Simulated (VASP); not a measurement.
CoC3:

```xyz
4
Lattice="3.1747 0.0000 0.0000 0.0000 3.1747 0.0000 0.0000 0.0000 3.1747" Properties=species:S:1:pos:R:3 pbc="T T T"
Co    0.0000    0.0000    0.0000
C     0.0000    1.5874    1.5874
C     1.5874    0.0000    1.5874
C     1.5874    1.5874    0.0000
```

- Program: VASP 6.6.1
- Task: relaxation of cell and atoms
- Functional: PBE
- Potentials or basis: VASP PAW PBE potentials, release 64 (Co, C)
- Cutoff: 600 eV
- k mesh: 6 × 6 × 6
- Occupations: gaussian, width 0.1 eV
- Spin: collinear spin, ferromagnetic start
- Starting moments: [0.15, 0.0, 0.0, 0.0] μB

At the start: pressure -11.3 GPa; volume 8.00 Å³/atom.

How do energy, volume and symmetry change on relaxing?

Over 3 steps the energy falls by 16.8 meV/atom and the volume is 7.55 Å³/atom (-5.6 %); space group Pm-3m (No. 221, to 0.05 Å); moment 0.00 μB per cell.

Step by step:
```
step  energy change (eV)  largest force (eV/Å)  pressure (GPa)  volume (Å³)
   1              0.0000                0.0000          -11.26        32.00
   2             -0.0535                0.0000            6.06        29.46
   3             -0.0673                0.0000           -0.01        30.20
```

Final structure:
```xyz
4
Lattice="3.1142 0.0000 0.0000 0.0000 3.1142 0.0000 0.0000 0.0000 3.1142" Properties=species:S:1:pos:R:3 pbc="T T T"
Co    0.0000    0.0000    0.0000
C     0.0000    1.5571    1.5571
C     1.5571    0.0000    1.5571
C     1.5571    1.5571    0.0000
```
